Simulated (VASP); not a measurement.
A run of VASP 6.6.1 is set up as follows.

File INCAR:

```
PREC = Accurate
ENCUT = 520
EDIFF = 1E-7
ISMEAR = -1
SIGMA = 0.02
LREAL = False
LASPH = True
NELM = 100
ALGO = Normal
ISIF = 2
LWAVE = False
LCHARG = False
GGA = PE
NBANDS = 21
```

File KPOINTS:

```
regular mesh
0
Gamma
  6 6 4
```

Contents of POSCAR:

```
BiB2P
1.0
    3.5830096185      0.0000000000      0.0000000000
    0.0000000000      3.5830096185      0.0000000000
    0.0000000000      0.0000000000      5.2030346557
P B Bi
1 2 1
Direct
    0.0000000000      0.0000000000      0.0000000000
    0.0000000000      0.5000000000      0.7962555036
    0.5000000000      0.0000000000      0.2037444964
    0.5000000000      0.5000000000      0.5000000000
```

Potentials or basis: VASP PAW PBE potentials, release 64 (P, B, Bi_d).

Run with:

```bash
$ cat potpaw_PBE.64/P/POTCAR potpaw_PBE.64/B/POTCAR potpaw_PBE.64/Bi_d/POTCAR > POTCAR
$ mpirun -np 1 vasp_std > vasp.out
```

Task: Predict the pressure.

Result: -5.8 GPa.

Task: What does it give for the largest force?

Result: 0.085 eV/Å.

Stress tensor (GPa, compression positive):
```
-5.86  0.00  0.00
 0.00 -5.86  0.00
 0.00  0.00 -5.78
```

Caveat: the cell stands under tension.
